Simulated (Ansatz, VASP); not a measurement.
**One calculation of MoSe, two programs**

```
Mo Se
1.0
     3.57985    0.00000    0.00000
     0.00000    3.57985    0.00000
     0.00000    0.00000    3.57985
Mo Se
1 1
Direct
  0.00000 0.00000 0.00000
  0.50000 0.50000 0.50000
```

Alike in both runs: task single point; functional PBE; k mesh 12 × 12 × 12; occupations gaussian, width 0.1 eV; collinear spin; Hubbard terms Mo d U = 4.38 eV.

```csv
,VASP,Ansatz
version,VASP 6.6.1,Ansatz 0.2.0
potentials or method,"VASP PAW PBE potentials, release 64 (Mo_sv, Se), cutoff 520 eV","scalar-relativistic, plane waves, PAW"
valence electrons in the cell,20,30
```

```tsv
	VASP	Ansatz	Ansatz less VASP
gap on the k mesh at the Fermi level (eV)	none	none	-
pressure (GPa)	-4.8	-2.4	+2.45
net moment per atom (μB)	2.00	2.00	0.000
size of the moment on the site where the two differ most (μB)	0.28	0.45	+0.169
```

Site moments also hang on the region over which each program counts them. The programs project onto different local orbitals, so the same U acts differently, and such runs can settle in different states. A gap of «none» marks a metal or a gap that the smearing closes. VASP's potentials hold 20 valence electrons a cell and Ansatz's 30, so a difference there can come from the potentials and not from the codes. Ansatz's warnings: filled band counts differ across k points.
